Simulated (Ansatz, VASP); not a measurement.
# BaZnSbF in VASP and in Ansatz

File INCAR:

```
ALGO = Normal ; EDIFF = 1E-6
ENCUT = 520 ; GGA = PE
ISIF = 2 ; ISMEAR = 1
LASPH = T ; LCHARG = F
LREAL = F ; LWAVE = F
NBANDS = 44 ; NELM = 60
PREC = Accurate ; SIGMA = 0.012
```

File KPOINTS:

```
k-points
0
Gamma
  6 6 3
```

The input POSCAR:

```
BaZnSbF
1.0
    4.4442010000      0.0000000000      0.0000000000
    0.0000000000      4.4442010000      0.0000000000
    0.0000000000      0.0000000000      9.7918010000
Ba F Zn Sb
2 2 2 2
Direct
    0.7500000000      0.7500000000      0.3507900000
    0.2500000000      0.2500000000      0.6492100000
    0.2500000000      0.7500000000      0.5000000000
    0.7500000000      0.2500000000      0.5000000000
    0.2500000000      0.7500000000      0.0000000000
    0.7500000000      0.2500000000      0.0000000000
    0.2500000000      0.2500000000      0.1660400000
    0.7500000000      0.7500000000      0.8339600000
```

Input for Ansatz:

```yaml
crystal:
  lattice:
    - [4.444201, 0.0, 0.0]
    - [0.0, 4.444201, 0.0]
    - [0.0, 0.0, 9.791801]
  atoms:
    - { symbol: Ba, position: [0.75, 0.75, 0.35079] }
    - { symbol: Ba, position: [0.25, 0.25, 0.64921] }
    - { symbol: F, position: [0.25, 0.75, 0.5] }
    - { symbol: F, position: [0.75, 0.25, 0.5] }
    - { symbol: Zn, position: [0.25, 0.75, 0.0] }
    - { symbol: Zn, position: [0.75, 0.25, 0.0] }
    - { symbol: Sb, position: [0.25, 0.25, 0.16604] }
    - { symbol: Sb, position: [0.75, 0.75, 0.83396] }
  symmetry: { tolerance: 0.0003 }
kpoints:
  mp_grid: { grid: [6, 6, 3], shift: [0, 0, 0] }
  band_path:
    path:
      - [0.0, 0.0, 0.0]
      - [0.0, 0.5, 0.0]
      - [0.5, 0.5, 0.0]
      - [0.0, 0.0, 0.0]
      - [0.0, 0.0, 0.5]
      - [0.0, 0.5, 0.5]
      - [0.5, 0.5, 0.5]
      - [0.0, 0.0, 0.5]
      - [0.0, 0.5, 0.0]
      - [0.0, 0.5, 0.5]
      - [0.5, 0.5, 0.0]
    npoints: 6
magnetization:
  spin_polarized: false
scf:
  occupations: { method: methfessel_paxton, width: 0.012 }
  lower_state_search: "off"
  max_iter: 200
hamiltonian:
  pseudopotentials: { kind: paw }
  xc: pbe
basis:
  ecutwfc: 420
  fft_grid_basis: typed
output:
  forces: true
  stress: true
  eigenvalues: true
  bader: true
  populations: true
  elf: true
  write_potential: true
  volumetric_format: npy
  dos:
    e_range: [-12, 8]
    de: 0.05
    projected: { site_lists: { Ba: [Ba], F: [F], Sb: [Sb], Zn: [Zn] } }
checkpoint:
  read: saved_state
```

Alike in both runs: task single point; functional PBE; k mesh 6 × 6 × 3; occupations methfessel-paxton of order 1, width 0.012 eV; no spin polarisation.

|  | VASP | Ansatz |
| --- | --- | --- |
| version | VASP 6.6.1 | Ansatz 0.2.0 |
| potentials or method | VASP PAW PBE potentials, release 64 (Ba_sv, F, Zn, Sb), cutoff 520 eV | PAW plane waves |
| valence electrons in the cell | 68 | 88 |

```csv
,VASP,Ansatz,Ansatz less VASP
pressure (GPa),1.8,1.2,-0.63
"traceless stress, the component that is largest in VASP (GPa)",-0.18,-0.15,+0.035
rms of the force components (eV/Å),0.073,0.048,-0.0254
```

Atom by atom the forces differ by 0.033 eV/Å (rms over components). VASP's potentials hold 68 valence electrons a cell and Ansatz's 88, so a difference there can come from the potentials and not from the codes.

Neither program's run includes spin-orbit coupling.
